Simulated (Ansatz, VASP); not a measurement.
## One calculation of Co, two programs

```xyz
2
Lattice="2.6162 0.0000 0.0000 -1.3081 2.2657 0.0000 0.0000 0.0000 4.2261" Properties=species:S:1:pos:R:3 pbc="T T T"
Co    0.0000    1.5105    1.0565
Co    1.3081    0.7552    3.1696
```

Alike in both runs: task single point; functional RPBE; k mesh 23 × 23 × 13; occupations fermi-dirac, width 0.05 eV; collinear spin.

|  | VASP | Ansatz |
| --- | --- | --- |
| version | VASP 6.6.1 | Ansatz 0.2.0 |
| potentials or method | VASP PAW PBE potentials, release 64 (Co), cutoff 520 eV | plane waves (420 eV) with PAW, scalar-relativistic |
| valence electrons in the cell | 18 | 34 |

VASP gave:

| Property | Result |
| --- | --- |
| pressure (GPa) | -16.8 |
| traceless stress, the component that is largest in VASP (GPa) | 0.35 |
| net moment per atom (μB) | 1.72 |
| size of the moment on the site where the two differ most (μB) | 1.77 |

Question: Estimate Ansatz's values.

Answer: Pressure (GPa): -16.8; traceless stress, the component that is largest in VASP (GPa): 0.53; net moment per atom (μB): 1.73; size of the moment on the site where the two differ most (μB): 1.83.

VASP's potentials were made for PBE, not for RPBE. Site moments also hang on the region over which each program counts them. VASP's potentials hold 18 valence electrons a cell and Ansatz's 34, so a difference there can come from the potentials and not from the codes.
